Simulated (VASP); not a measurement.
# PbSe in VASP: a series of runs, part 2 of 2

VASP 6.6.1.

**3. Single point, PBEsol (volume scaled by 0.98)**

Input file INCAR:

```
SYSTEM = PbSe
ALGO     = Normal         ! electronic algorithm
EDIFF    = 1E-7           ! SCF threshold, eV
ENCUT    = 520            ! plane-wave cutoff, eV
GGA      = PS             ! functional
ISIF     = 2              ! what is computed and relaxed
ISMEAR   = -1             ! smearing method
LASPH    = .TRUE.         ! aspherical terms in the spheres
LCHARG   = .FALSE.        ! write CHGCAR
LREAL    = .FALSE.        ! projectors in reciprocal space
LWAVE    = .FALSE.        ! write WAVECAR
NBANDS   = 28             ! bands
NELM     = 60             ! most SCF steps
PREC     = Accurate       ! precision mode
SIGMA    = 0.05           ! smearing width, eV
```

Input file KPOINTS:

```
k-points
0
G
  6 6 3
  0 0 0
```

Input file POSCAR:

```
PbSe
1.0
    4.3852589327      0.0000000000      0.0000000000
   -0.0102418205      4.3852469728      0.0000000000
   -2.1875085560     -2.1926234864     11.9202542980
Pb Se
2 2
Direct
    0.8068400000      0.8073040000      0.6184430000
    0.1854540000      0.1998100000      0.3823760000
    0.2873320000      0.3231460000      0.6231940000
    0.6842660000      0.6998950000      0.3779650000
```

Potentials or basis: VASP PAW PBE potentials, release 64 (Pb_d, Se).

Started as:

```
$ cat potpaw_PBE.64/Pb_d/POTCAR potpaw_PBE.64/Se/POTCAR > POTCAR
$ mpirun -np 1 vasp_std > vasp.out
```

OUTCAR:

```text
SYSTEM = PbSe
   EDIFF = 1E-7
   ENCUT = 520
   GGA = PS
   ISIF = 2
   ISMEAR = -1
   LASPH = .TRUE.
   LREAL = .FALSE.
   NELM = 60
   PREC = Accurate

 ion  position               nearest neighbor table
   1  0.807  0.807  0.618-   4 2.87   3 3.00   3 3.07   3 3.13   3 3.21
   2  0.185  0.200  0.382-   3 2.87   4 3.09   4 3.10   4 3.11   4 3.11
   3  0.287  0.323  0.623-   2 2.87   1 3.00   1 3.07   1 3.13   1 3.21
   4  0.684  0.700  0.378-   1 2.87   2 3.09   2 3.10   2 3.11   2 3.11

  LATTYP: Found a face centered orthorhombic cell.
 ALAT       =     6.1944463630
 B/A-ratio  =     1.0023382447
 C/A-ratio  =     3.8486907786

  Lattice vectors:

 A1 = (  -2.1977503765,   2.1926234864,  11.9202542980)
 A2 = (   2.1875085562,   2.1926234864,  11.9202542980)
 A3 = (  -0.0102418205,   4.3852469728,   0.0000000000)

Analysis of symmetry for initial positions (statically):
=====================================================================
 Subroutine PRICEL returns:
 Original cell was already a primitive cell.

 Routine SETGRP: Setting up the symmetry group for a
 face centered orthorhombic supercell.

 Subroutine GETGRP returns: Found  1 space group operations
 (whereof  1 operations were pure point group operations)
 out of a pool of  8 trial point group operations.

The static configuration has the point symmetry C_1 .

Analysis of symmetry for dynamics (positions and initial velocities):
=====================================================================
 Subroutine PRICEL returns:
 Original cell was already a primitive cell.

 Routine SETGRP: Setting up the symmetry group for a
 face centered orthorhombic supercell.

 Subroutine GETGRP returns: Found  1 space group operations
 (whereof  1 operations were pure point group operations)
 out of a pool of  8 trial point group operations.

The dynamic configuration has the point symmetry C_1 .

 Subroutine INISYM returns: Found  1 space group operations
 (whereof  1 operations are pure point group operations),
 and found     1 'primitive' translations

----------------------------------------------------------------------------------------

                                     Primitive cell

  volume of cell :     229.2318

  direct lattice vectors                    reciprocal lattice vectors
     4.385258933  0.000000000  0.000000000     0.228036706  0.000532584  0.041945414
    -0.010241821  4.385246973  0.000000000     0.000000000  0.228037327  0.041945414
    -2.187508556 -2.192623486 11.920254298     0.000000000  0.000000000  0.083890828

  length of vectors
     4.385258933  4.385258933 12.316056754     0.231862978  0.231862978  0.083890828

  position of ions in fractional coordinates (direct lattice)
     0.806840000  0.807304000  0.618443000
     0.185454000  0.199810000  0.382376000
     0.287332000  0.323146000  0.623194000
     0.684266000  0.699895000  0.377965000

  ion indices of the primitive-cell ions
   primitive index   ion index
                 1           1
                 2           2
                 3           3
                 4           4

----------------------------------------------------------------------------------------

 KPOINTS: k-points

Automatic generation of k-mesh.
 Grid dimensions read from file:
 generate k-points for:    6    6    3

[... 42 lines left out ...]
  0.000000  0.000000  0.000000      1.000000
  0.166667  0.000000 -0.000000      2.000000
  0.333333  0.000000 -0.000000      2.000000
  0.500000  0.000000 -0.000000      1.000000
  0.000000  0.166667  0.000000      2.000000
  0.166667  0.166667  0.000000      2.000000
[... 16 lines left out ...]
  0.333333  0.000000  0.333333      2.000000
  0.500000  0.000000  0.333333      2.000000
 [... further k-points ...]
   k-points           NKPTS =     56   k-points in BZ     NKDIM =     56   number of bands    NBANDS=     28
   number of dos      NEDOS =    301   number of ions     NIONS =      4
   total plane-waves  NPLWV = 124416
   dimension x,y,z NGX =    36 NGY =   36 NGZ =   96
   dimension x,y,z NGXF=    72 NGYF=   72 NGZF=  192
   ions per type =               2   2
   NGX,Y,Z   is equivalent  to a cutoff of  13.65, 13.65, 12.96 a.u.
   NGXF,Y,Z  is equivalent  to a cutoff of  27.30, 27.30, 25.92 a.u.
 SYSTEM =  PbSe
   PREC   = accura    normal or accurate (medium, high low for compatibility)
   ISTART =      0    job   : 0-new  1-cont  2-samecut
   ICHARG =      2    charge: 1-file 2-atom 10-const
   ISPIN  =      1    spin polarized calculation?
   LNONCOLLINEAR =      F non collinear calculations
   LSORBIT =      F    spin-orbit coupling
   LASPH  =      T    aspherical Exc in radial PAW
   ENCUT  =  520.0 eV  38.22 Ry    6.18 a.u.   8.15  8.15 22.90*2*pi/ulx,y,z
   NELM   =     60;   NELMIN=  2; NELMDL= -5     # of ELM steps
   EDIFF  = 0.1E-06   stopping-criterion for ELM
   LREAL  =      F    real-space projection
   EDIFFG = 0.1E-05   stopping-criterion for IOM
   NSW    =      0    number of steps for IOM
   IBRION =     -1    ionic relax: 0-MD 1-quasi-New 2-CG
   NFREE  =      0    steps in history (QN), initial steepest desc. (CG)
   ISIF   =      2    stress and relaxation
   ISYM   =      2    0-nonsym 1-usesym 2-fastsym
   POTIM  = 0.5000    time-step for ionic-motion
   TEBEG  =    0.0;   TEEND  =   0.0 temperature during run
   PSTRESS=    0.0 pullay stress
   NELECT =      40.0000    total number of electrons
   NUPDOWN=      -1.0000    fix difference up-down
   EMIN   =  10.00;   EMAX   =-10.00  energy-range for DOS
   EFERMI =   0.00;   METHOD = LEGACY
   ISMEAR =    -1;   SIGMA  =   0.05  broadening in eV -4-tet -1-fermi 0-gaus
   EFERMI_NEDOS =   21; number of points for ismear=-14 and -15
   IALGO  =     38    algorithm
   IMIX   =      4    mixing-type and parameters
     AMIX     =   0.40;   BMIX     =  1.00
     AMIX_MAG =   1.60;   BMIX_MAG =  1.00
  volume/ion in A,a.u.               =      57.31       386.73
  Fermi-wavevector in a.u.,A,eV,Ry     =   0.914822  1.728763 11.386704  0.836899
  Thomas-Fermi vector in A             =   2.039493
   LORBIT       =      0    0 simple, 1 ext, 2 COOP (PROOUT), +10 PAW based schemes
   GGA     = PS    functional components
   LHFCALC =     F    Hartree Fock is set to
   AEXX    =    0.0000 exact exchange contribution
   IVDW    =     0    specifies the selected vdW correction
   LEPSILON=     F    determine dielectric tensor
   LRPA    =     F    only Hartree local field effects (RPA)
 non-spin polarized calculation
  energy-cutoff  :      520.00
  volume of cell :      229.23
 maximum number of plane-waves:      6216
 NGX is ok and might be reduce to    36
   NGX = 17   NGY = 17   NGZ = 45

 number of electron      40.0000002 magnetization

 Free energy of the ion-electron system (eV)
  ---------------------------------------------------
  ext. energy  EPLUGINS =         0.00000000
  ---------------------------------------------------
  free energy    TOTEN  =       -17.33380447 eV

  energy without entropy =      -17.33380439  energy(sigma->0) =      -17.33380443

 E-fermi :   0.5716     XC(G=0):  -5.6969

 val. band max:       -0.1974341488   @ k =   0.0000   0.5000   0.0000
 cond. band min:       1.3151478666   @ k =   0.0000   0.5000   0.0000
 fundamental gap:      1.5125820154
 Fermi energy:         0.5715730455

 k-point     1 :       0.0000    0.0000    0.0000
  band No.  band energies     occupation
      1     -16.5343      2.00000
      2     -16.4387      2.00000
      3     -16.4374      2.00000
      4     -16.4271      2.00000
      5     -16.4266      2.00000
      6     -16.4187      2.00000
[... 733 lines left out ...]
     27       5.6923      0.00000
     28       6.2446      0.00000

 [... further k-points ...]

------------------------ aborting loop because EDIFF is reached ----------------------------------------

  FORCE on cell =-STRESS in cart. coord.  units (eV):
  Direction    XX          YY          ZZ          XY          YZ          ZX
  --------------------------------------------------------------------------------------
  -------------------------------------------------------------------------------------
  Total       -1.5852700     -1.5917341     -1.8737091      0.0159268      0.0353443      0.2013327
  in kB      -11.0799805    -11.1251602    -13.0959774      0.1113179      0.2470333      1.4071815
  external PRESSURE =     -11.7670394 kB  Pullay stress =       0.0000000 kB

 VOLUME and BASIS-vectors are now :
 -----------------------------------------------------------------------------
  energy-cutoff  :      520.00
  volume of cell :      229.23
      direct lattice vectors                 reciprocal lattice vectors
     4.385258933  0.000000000  0.000000000     0.228036706  0.000532584  0.041945414
    -0.010241821  4.385246973  0.000000000     0.000000000  0.228037327  0.041945414
    -2.187508556 -2.192623486 11.920254298     0.000000000  0.000000000  0.083890828

 POSITION                                       TOTAL-FORCE (eV/Angst)
 -----------------------------------------------------------------------------------
      2.17708      2.18421      7.37200        -0.024956      0.027298     -0.339842
     -0.02523      0.03781      4.55802         0.005112     -0.013548      0.363114
     -0.10653      0.05065      7.42863         0.093290     -0.014433     -0.303115
      2.16671      2.24048      4.50544        -0.073446      0.000683      0.279843
 -----------------------------------------------------------------------------------
    total drift:                               -0.000365     -0.000323     -0.000186

  FREE ENERGIE OF THE ION-ELECTRON SYSTEM (eV)
  ---------------------------------------------------
  free  energy   TOTEN  =       -17.3338044682 eV

  energy  without entropy=      -17.3338043893  energy(sigma->0) =      -17.33380443
```

Wall time 4.4 min (1 thread of Intel Xeon 6975P-C (Granite Rapids), shared host); peak memory 0.53 GiB.

What came out:

```
Free energy            : -17.3338 eV
Largest force          : 0.363 eV/Å
Band gap on the k mesh : 1.51 eV, direct
```

Forces on the atoms (eV/Å):
```
Pb  -0.025  0.027 -0.340
Pb   0.005 -0.014  0.363
Se   0.093 -0.014 -0.303
Se  -0.073  0.001  0.280
```

Caveat: the cell differs from its parent crystal (volume scaled by 0.98); the PAW data sets were made with another functional, which shifts forces and pressure a little; spin-orbit coupling is left out, which moves the levels of the heavy elements.

**4. Single point, LDA**

This run uses another cell than the first one, of 54.97 Å³/atom, 0.959 times its volume.

Input file INCAR:

```
SYSTEM = PbSe
PREC     = Accurate       ! precision mode
ENCUT    = 520            ! plane-wave cutoff, eV
EDIFF    = 1E-6           ! SCF threshold, eV
ISMEAR   = -1             ! smearing method
SIGMA    = 0.05           ! smearing width, eV
LREAL    = .FALSE.        ! projectors in reciprocal space
LASPH    = .TRUE.         ! aspherical terms in the spheres
NELM     = 60             ! most SCF steps
ALGO     = Normal         ! electronic algorithm
ISIF     = 2              ! what is computed and relaxed
LWAVE    = .FALSE.        ! write WAVECAR
LCHARG   = .TRUE.         ! write CHGCAR
GGA      = CA             ! functional
LELF     = .TRUE.         ! ELF
LVHAR    = .TRUE.       
NBANDS   = 28             ! bands
```

Input file KPOINTS:

```
regular mesh
0
G
  6 6 3
  0 0 0
```

Input file POSCAR:

```
PbSe
1.0
    4.3247648758      0.0000000000      0.0000000000
   -0.0101005360      4.3247530808      0.0000000000
   -2.1573321698     -2.1623765405     11.7558159939
Pb Se
2 2
Direct
    0.8068400000      0.8073040000      0.6184430000
    0.1854540000      0.1998100000      0.3823760000
    0.2873320000      0.3231460000      0.6231940000
    0.6842660000      0.6998950000      0.3779650000
```

Potentials or basis: VASP PAW LDA potentials, release 64 (Pb_d, Se).

Started as:

```
$ cat potpaw_LDA.64/Pb_d/POTCAR potpaw_LDA.64/Se/POTCAR > POTCAR
$ mpirun -np 1 vasp_std > vasp.out
```

Run time: 3.4 min. Hardware: 1 thread of AMD EPYC 9R45 (Zen 5), shared host; peak memory 0.4 GiB.

It converged, with:

- Free energy: -18.2799 eV
- Largest force: 0.279 eV/Å
- Band gap on the k mesh: 1.47 eV, direct

Forces in eV/Å, atoms in the order of the input:
```
Pb  -0.052  0.043 -0.239
Pb   0.015 -0.015  0.263
Se   0.121 -0.031 -0.250
Se  -0.083  0.003  0.225
```

Levels at points of the mesh, in eV from the valence-band top:
```csv
k point,band 16,band 17,band 18,band 19,band 20,band 21,band 22,band 23,band 24,band 25
"(0.00, 0.00, 0.00)",-2.51,-2.49,-1.50,-1.48,-0.50,1.99,4.00,4.39,4.96,5.09
"(0.50, 0.00, 0.00)",-1.76,-1.02,-0.88,-0.05,-0.01,1.49,1.52,2.36,2.54,2.81
"(0.00, 0.50, 0.00)",-1.82,-0.98,-0.92,-0.05,0.00,1.47,1.52,2.43,2.49,2.85
"(0.50, 0.50, 0.00)",-4.22,-2.99,-2.98,-1.45,-1.44,3.55,3.59,5.02,5.05,5.64
```

Caveat: spin-orbit coupling is left out, which moves the levels of the heavy elements.

**5. Overview**

| level | potentials or basis | cell | gap on the mesh (eV) | largest force (eV/Å) |
| --- | --- | --- | --- | --- |
| LDA | VASP PAW LDA potentials, release 64 (Pb_d, Se) | a = 4.385, b = 4.385, c = 12.316 Å, angles 100.2, 100.2, 90.1°, 4 atoms | 1.46 | 0.47 |
| PBEsol | VASP PAW PBE potentials, release 64 (Pb_d, Se) | a = 4.385, b = 4.385, c = 12.316 Å, angles 100.2, 100.2, 90.1°, 4 atoms | 1.51 | 0.36 |
| LDA | VASP PAW LDA potentials, release 64 (Pb_d, Se) | a = 4.325, b = 4.325, c = 12.146 Å, angles 100.2, 100.2, 90.1°, 4 atoms | 1.47 | 0.28 |

Alike in all rows: task single point; no spin polarisation; k mesh 6 × 6 × 3; cutoff (eV) 520; smearing fermi-dirac 0.05 eV.

Caveats: spin-orbit coupling is left out, which moves the levels of the heavy elements; the PAW data sets were made with another functional, which shifts forces and pressure a little (some runs).

Absolute energies hang on the potentials; compare differences alone.
